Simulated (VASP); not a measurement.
Input of a VASP 6.6.1 run:

Contents of INCAR:

```
SYSTEM = CuBr2N2
PREC = Accurate
ENCUT = 520
EDIFF = 1E-7
ISMEAR = 0
SIGMA = 0.1
LREAL = .FALSE.
LASPH = .TRUE.
NELM = 150
ALGO = Normal
ISIF = 2
LWAVE = .FALSE.
LCHARG = .FALSE.
ISPIN = 2
MAGMOM = 0 0.19 0.19 1.73 1.73
LORBIT = 11
LMAXMIX = 4
GGA = PE
NBANDS = 30
```

KPOINTS

```
regular mesh
0
G
  2 2 2
  0 0 0
```

Contents of POSCAR:

```
CuBr2N2
1.0
    3.8371950000     -3.8872890000      0.0000000000
    3.8371950000      3.8872890000      0.0000000000
   -0.7380830000      0.0000000000      3.9625100000
Cu Br N
1 2 2
Direct
    0.0000000000      0.0000000000      0.0000000000
    0.7527280000      0.7527280000      0.5777260000
    0.2472720000      0.2472720000      0.4222740000
    0.2410870000      0.7589130000      0.0000000000
    0.7589130000      0.2410870000      0.0000000000
```

Potentials or basis: VASP PAW PBE potentials, release 64 (Cu, Br, N).

The run is started by

```sh
$ cat potpaw_PBE.64/Cu/POTCAR potpaw_PBE.64/Br/POTCAR potpaw_PBE.64/N/POTCAR > POTCAR
$ mpirun -np 1 vasp_std > vasp.out
```

(1) What does it give for the band gap on the k mesh?

(2) Estimate the pressure.

(3) Predict the net moment.

(4) Predict the site moments.

Results:

(1) 0.12 eV.

(2) 1.0 GPa.

(3) 4.97 μB per cell.

(4) Cu +0.10; Br +0.19; N +1.52 μB.

Caveat: the k points lie up to 0.79 Å⁻¹ apart; a cell with one magnetic atom can't hold antiferromagnetic order, which such compounds often take.
